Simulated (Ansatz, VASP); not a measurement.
## One calculation of Zr2H3, two programs

```
CELL_PARAMETERS angstrom
1.57248 0.90787 7.28085
-1.57248 0.90787 7.28085
0.00000 -1.81574 7.28085
ATOMIC_POSITIONS crystal
Zr 0.39572 0.39572 0.39572
Zr 0.60428 0.60428 0.60428
H 0.00000 0.00000 0.00000
H 0.22350 0.22350 0.22350
H 0.77650 0.77650 0.77650
```

Alike in both runs: functional PBE; k mesh 6 × 6 × 6; occupations gaussian, width 0.1 eV; no spin polarisation.

Ansatz relaxed the structure, and its values are those at the end. VASP's run is a single point on that final structure, the one shown.

```csv
,VASP,Ansatz
version,VASP 6.6.1,Ansatz 0.2.0
potentials or method,"VASP PAW PBE potentials, release 64 (Zr_sv, H), cutoff 520 eV","scalar-relativistic, plane waves, PAW"
valence electrons in the cell,27,27
```

```csv
,VASP,Ansatz,Ansatz less VASP
gap on the k mesh at the Fermi level (eV),none,none,-
pressure (GPa),0.3,0.3,+0.01
rms of the force components (eV/Å),0.012,0.011,-0.0009
```

A gap of «none» marks a metal or a gap that the smearing closes. With one functional, cell and mesh, what is left measures potentials, basis and numerics.

The k mesh is coarse, so the values compare programs but aren't converged.
